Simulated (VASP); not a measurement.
Input of a VASP 6.6.1 run:

The input INCAR:

```
PREC = Accurate ; ENCUT = 600
EDIFF = 1E-6 ; ISMEAR = -1
SIGMA = 0.1 ; LREAL = False
LASPH = True ; NELM = 80
ALGO = Normal ; ISIF = 3
LWAVE = False ; LCHARG = False
GGA = PE ; IBRION = 2
NSW = 80 ; EDIFFG = -0.02
PSTRESS = 300.0
```

File KPOINTS:

```
regular mesh
0
Gamma
  8 8 5
```

POSCAR

```
Sb
1.0
    3.5000000000      0.0000000000      0.0000000000
   -1.7500000000      3.0310889132      0.0000000000
    0.0000000000      0.0000000000      5.7155000000
Sb
2
Direct
    0.3333333333      0.6666666667      0.2500000000
    0.6666666667      0.3333333333      0.7500000000
```

Potentials or basis: VASP PAW PBE potentials, release 64 (Sb).

Run with:

```console
$ cat potpaw_PBE.64/Sb/POTCAR > POTCAR
$ mpirun -np 1 vasp_std > vasp.out
```

**Question.** What does it give for the band gap on the k mesh?

**Answer.** Zero (band 5 reaches 17.66 eV, above the bottom of band 6 at 9.46 eV).

**Question.** Estimate the relaxed cell.

**Answer.** a = 3.111 Å, b = 3.111 Å, c = 4.984 Å, α = 90.00°, β = 90.00°, γ = 120.00°.

The path:
```
step  energy change (eV)  largest force (eV/Å)  pressure (GPa)  volume (Å³)
   1              0.0000                0.0000           -4.95        60.63
   2             30.2291                0.0000          738.08        19.15
   3             -0.0987                0.0000            1.57        53.12
   4              0.0390                0.0000            8.91        48.65
   5              1.0645                0.0000           35.73        40.59
   6              0.7783                0.0000           29.16        42.00
   7              0.8393                0.0000           30.57        41.68
   8              0.8418                0.0000           30.63        41.64
   9              0.8424                0.0000           30.63        41.63
  10              0.7608                0.0000           28.75        42.07
  11              0.8160                0.0000           30.00        41.77
```

Caveat: the cell is relaxed towards a set pressure, so the enthalpy falls and the energy may rise; the volume moved by over 15 % at a fixed basis, so the end points are rough; spin-orbit coupling is left out, which moves the levels of the heavy elements.
